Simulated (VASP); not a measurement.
# W6C (Im-3m) in VASP: single point with PBE

Aim: the single point of W6C with PBE.

Everything below comes from runs of VASP 6.6.1. Logs are shortened: lines on timing, memory, paths and dates and some standing lists are left out, and cuts for length are marked.

## (1) The cell of the first run

It takes space group Im-3m (No. 229, cubic). The conventional cell has a = 6.358 Å, b = 6.358 Å, c = 6.358 Å, α = 90.00°, β = 90.00°, γ = 90.00°. W (site symmetry 4mm) has 1 C at 1.98 Å and 1 W at 2.39 Å within 2.6 Å. Within 2.6 Å of C (site symmetry m-3m) lie 6 W at 1.98 Å.

The cell was built from a structure type or drawn by symmetry, and may not be a known phase.

## (2) Single point, PBE

Input file INCAR:

```
PREC     = Accurate       # precision mode
ENCUT    = 910            # plane-wave cutoff, eV
EDIFF    = 1E-6           # SCF threshold, eV
ISMEAR   = 0              # smearing method
SIGMA    = 0.1            # smearing width, eV
LREAL    = F              # projectors in reciprocal space
LASPH    = T              # aspherical terms in the spheres
NELM     = 120            # most SCF steps
ALGO     = Normal         # electronic algorithm
ISIF     = 2              # what is computed and relaxed
LWAVE    = F              # write WAVECAR
LCHARG   = T              # write CHGCAR
GGA      = PE             # functional
LELF     = T              # ELF
LVHAR    = T            
NBANDS   = 53             # bands
GGA_COMPAT= F
```

Input file KPOINTS:

```
regular mesh
0
Gamma
  8 8 8
```

Input file POSCAR:

```
W6C
1.0
   -3.1790990909      3.1790990909      3.1790990909
    3.1790990909     -3.1790990909      3.1790990909
    3.1790990909      3.1790990909     -3.1790990909
W C
6 1
Direct
    0.6880968322      0.6880968322      0.0000000000
    0.3119031678      0.3119031678      0.0000000000
    0.0000000000      0.3119031678      0.3119031678
    0.0000000000      0.6880968322      0.6880968322
    0.6880968322      0.0000000000      0.6880968322
    0.3119031678      0.0000000000      0.3119031678
    0.0000000000      0.0000000000      0.0000000000
```

Potentials or basis: VASP PAW PBE potentials, release 64 (W_sv, C_h).

The run is started by

```
> cat potpaw_PBE.64/W_sv/POTCAR potpaw_PBE.64/C_h/POTCAR > POTCAR
> mpirun -np 1 vasp_std > vasp.out
```

OUTCAR:

```text
PREC = Accurate
   ENCUT = 910
   EDIFF = 1E-6
   ISMEAR = 0
   LREAL = F
   LASPH = T
   NELM = 120
   ISIF = 2
   GGA = PE

 ion  position               nearest neighbor table
   1  0.688  0.688  0.000-   7 1.98   2 2.39   6 2.80   4 2.80   5 2.80   3 2.80
   2  0.312  0.312  0.000-   7 1.98   1 2.39   6 2.80   3 2.80   4 2.80   5 2.80
   3  0.000  0.312  0.312-   7 1.98   4 2.39   6 2.80   2 2.80   5 2.80   1 2.80
   4  0.000  0.688  0.688-   7 1.98   3 2.39   1 2.80   2 2.80   5 2.80   6 2.80
   5  0.688  0.000  0.688-   7 1.98   6 2.39   1 2.80   4 2.80   2 2.80   3 2.80
   6  0.312  0.000  0.312-   7 1.98   5 2.39   2 2.80   3 2.80   4 2.80   1 2.80
   7  0.000  0.000  0.000-   1 1.98   2 1.98   3 1.98   4 1.98   5 1.98   6 1.98

  LATTYP: Found a body centered cubic cell.
 ALAT       =     6.3581981818

  Lattice vectors:

 A1 = (  -3.1790990909,   3.1790990909,   3.1790990909)
 A2 = (   3.1790990909,  -3.1790990909,   3.1790990909)
 A3 = (   3.1790990909,   3.1790990909,  -3.1790990909)

Analysis of symmetry for initial positions (statically):
=====================================================================
 Subroutine PRICEL returns:
 Original cell was already a primitive cell.

 Routine SETGRP: Setting up the symmetry group for a
 body centered cubic supercell.

 Subroutine GETGRP returns: Found 48 space group operations
 (whereof 48 operations were pure point group operations)
 out of a pool of 48 trial point group operations.

The static configuration has the point symmetry O_h .

Analysis of symmetry for dynamics (positions and initial velocities):
=====================================================================
 Subroutine PRICEL returns:
 Original cell was already a primitive cell.

 Routine SETGRP: Setting up the symmetry group for a
 body centered cubic supercell.

 Subroutine GETGRP returns: Found 48 space group operations
 (whereof 48 operations were pure point group operations)
 out of a pool of 48 trial point group operations.

The dynamic configuration has the point symmetry O_h .

 Subroutine INISYM returns: Found 48 space group operations
 (whereof 48 operations are pure point group operations),
 and found     1 'primitive' translations

----------------------------------------------------------------------------------------

                                     Primitive cell

  volume of cell :     128.5204

[... 102 lines left out ...]
   IBRION =     -1    ionic relax: 0-MD 1-quasi-New 2-CG
   NFREE  =      0    steps in history (QN), initial steepest desc. (CG)
   ISIF   =      2    stress and relaxation
   ISYM   =      2    0-nonsym 1-usesym 2-fastsym
   POTIM  = 0.5000    time-step for ionic-motion
   TEBEG  =    0.0;   TEEND  =   0.0 temperature during run
   PSTRESS=    0.0 pullay stress
   NELECT =      88.0000    total number of electrons
   NUPDOWN=      -1.0000    fix difference up-down
   EMIN   =  10.00;   EMAX   =-10.00  energy-range for DOS
   EFERMI =   0.00;   METHOD = LEGACY
   ISMEAR =     0;   SIGMA  =   0.10  broadening in eV -4-tet -1-fermi 0-gaus
   EFERMI_NEDOS =   21; number of points for ismear=-14 and -15
   IALGO  =     38    algorithm
   IMIX   =      4    mixing-type and parameters
     AMIX     =   0.40;   BMIX     =  1.00
     AMIX_MAG =   1.60;   BMIX_MAG =  1.00
  volume/ion in A,a.u.               =      18.36       123.90
  Fermi-wavevector in a.u.,A,eV,Ry     =   1.442929  2.726741 28.327934  2.082044
  Thomas-Fermi vector in A             =   2.561394
   LORBIT       =      0    0 simple, 1 ext, 2 COOP (PROOUT), +10 PAW based schemes
   GGA     = PE    functional components
   LHFCALC =     F    Hartree Fock is set to
   AEXX    =    0.0000 exact exchange contribution
   IVDW    =     0    specifies the selected vdW correction
   LEPSILON=     F    determine dielectric tensor
   LRPA    =     F    only Hartree local field effects (RPA)
 non-spin polarized calculation
 Gauss-broadening in eV      SIGMA  =   0.10
  energy-cutoff  :      910.00
  volume of cell :      128.52
 maximum number of plane-waves:      8035
   NGX = 27   NGY = 27   NGZ = 27

 number of electron      88.0000002 magnetization

 Free energy of the ion-electron system (eV)
  ---------------------------------------------------
  ext. energy  EPLUGINS =         0.00000000
  ---------------------------------------------------
  free energy    TOTEN  =       -74.04046548 eV

  energy without entropy =      -74.01956285  energy(sigma->0) =      -74.03001416

 E-fermi :   8.0134     XC(G=0): -12.0539

 val. band max:        7.9836600800   @ k =   0.2500   0.1250   0.1250
 cond. band min:       8.0280609665   @ k =   0.5000   0.5000   0.3750
 fundamental gap:      0.0444008865
 Fermi energy:         8.0134094083

 k-point     1 :       0.0000    0.0000    0.0000
  band No.  band energies     occupation
      1     -66.1288      2.00000
      2     -66.0561      2.00000
      3     -66.0561      2.00000
      4     -65.9372      2.00000
      5     -65.9372      2.00000
      6     -65.9372      2.00000
[... 1333 lines left out ...]
     52      10.2511      0.00000
     53      10.3115      0.00000

 [... further k-points ...]

------------------------ aborting loop because EDIFF is reached ----------------------------------------

  FORCE on cell =-STRESS in cart. coord.  units (eV):
  Direction    XX          YY          ZZ          XY          YZ          ZX
  --------------------------------------------------------------------------------------
  -------------------------------------------------------------------------------------
  Total        0.6426323      0.6426323      0.6426323      0.0000000     -0.0000000      0.0000000
  in kB        8.0112618      8.0112618      8.0112618      0.0000000     -0.0000000      0.0000000
  external PRESSURE =       8.0112618 kB  Pullay stress =       0.0000000 kB

 VOLUME and BASIS-vectors are now :
 -----------------------------------------------------------------------------
  energy-cutoff  :      910.00
  volume of cell :      128.52
      direct lattice vectors                 reciprocal lattice vectors
    -3.179099091  3.179099091  3.179099091     0.000000000  0.157277262  0.157277262
     3.179099091 -3.179099091  3.179099091     0.157277262  0.000000000  0.157277262
     3.179099091  3.179099091 -3.179099091     0.157277262  0.157277262  0.000000000

 POSITION                                       TOTAL-FORCE (eV/Angst)
 -----------------------------------------------------------------------------------
      0.00000      0.00000      4.37506         0.000000     -0.000000      0.060145
      0.00000      0.00000      1.98314         0.000000     -0.000000     -0.060145
      1.98314      0.00000      0.00000        -0.060145     -0.000000     -0.000000
      4.37506      0.00000      0.00000         0.060145     -0.000000     -0.000000
      0.00000      4.37506      0.00000         0.000000      0.060145     -0.000000
      0.00000      1.98314      0.00000         0.000000     -0.060145     -0.000000
      0.00000      0.00000      0.00000         0.000000     -0.000000      0.000000
 -----------------------------------------------------------------------------------
    total drift:                               -0.000000     -0.000000      0.000000

  FREE ENERGIE OF THE ION-ELECTRON SYSTEM (eV)
  ---------------------------------------------------
  free  energy   TOTEN  =       -74.0404654753 eV

  energy  without entropy=      -74.0195628460  energy(sigma->0) =      -74.03001416
```

OSZICAR:

```text
N       E                     dE             d eps       ncg     rms          rms(c)
DAV:   1     0.147298143848E+04    0.14730E+04   -0.69717E+04  3074   0.276E+03
DAV:   2     0.339902539445E+02   -0.14390E+04   -0.14125E+04  3090   0.762E+02
DAV:   3    -0.754544343203E+02   -0.10944E+03   -0.10445E+03  3726   0.179E+02
DAV:   4    -0.818118805974E+02   -0.63574E+01   -0.61286E+01  3868   0.358E+01
DAV:   5    -0.820144592213E+02   -0.20258E+00   -0.20112E+00  3780   0.627E+00    0.523E+01
DAV:   6    -0.744638576263E+02    0.75506E+01   -0.38342E+01  3896   0.256E+01    0.192E+01
DAV:   7    -0.740919565559E+02    0.37190E+00   -0.27886E+00  3578   0.930E+00    0.634E+00
DAV:   8    -0.740498873244E+02    0.42069E-01   -0.42985E-01  3602   0.269E+00    0.119E+00
DAV:   9    -0.740443300617E+02    0.55573E-02   -0.15582E-01  3914   0.185E+00    0.402E-01
DAV:  10    -0.740409636920E+02    0.33664E-02   -0.54678E-02  4140   0.112E+00    0.183E-01
DAV:  11    -0.740405047320E+02    0.45896E-03   -0.33424E-03  3775   0.275E-01    0.515E-02
DAV:  12    -0.740404811646E+02    0.23567E-04   -0.86025E-04  3666   0.115E-01    0.350E-02
DAV:  13    -0.740404676242E+02    0.13540E-04   -0.19287E-04  3924   0.601E-02    0.105E-02
DAV:  14    -0.740404655986E+02    0.20255E-05   -0.16589E-05  3380   0.221E-02    0.368E-03
DAV:  15    -0.740404654753E+02    0.12335E-06   -0.96882E-07  2084   0.669E-03
   1 F= -.74040465E+02 E0= -.74030014E+02  d E =-.209026E-01
```

stdout:

```text
POSCAR found type information on POSCAR W C
 POSCAR found :  2 types and       7 ions
 scaLAPACK will be used
 LDA part: xc-table for (Slater+PW92), standard interpolation
 POSCAR, INCAR and KPOINTS ok, starting setup
 FFT: planning ... GRIDC
 FFT: planning ... GRID_SOFT
 FFT: planning ... GRID
 WAVECAR not read
 entering main loop
```

It took 6.6 min on 1 thread of AMD EPYC 7R13 (Zen 3), shared host; peak memory 0.58 GiB.

Results:

```
Free energy            : -74.0405 eV
Pressure               : 0.8 GPa
Largest force          : 0.060 eV/Å
Band gap on the k mesh : zero (bands 44 and 45 overlap by 1.09 eV)
```

Forces in eV/Å, atoms in the order of the input:
```
W    0.000  0.000  0.060
W    0.000  0.000 -0.060
W   -0.060  0.000  0.000
W    0.060  0.000  0.000
W    0.000  0.060  0.000
W    0.000 -0.060  0.000
C    0.000  0.000  0.000
```

Caveat: the cutoff is under 1.25 times the usual one of these potentials, so pressure, stress and relaxed cells hold a basis-set (Pulay) error; spin-orbit coupling is left out, which moves the levels of the heavy elements.
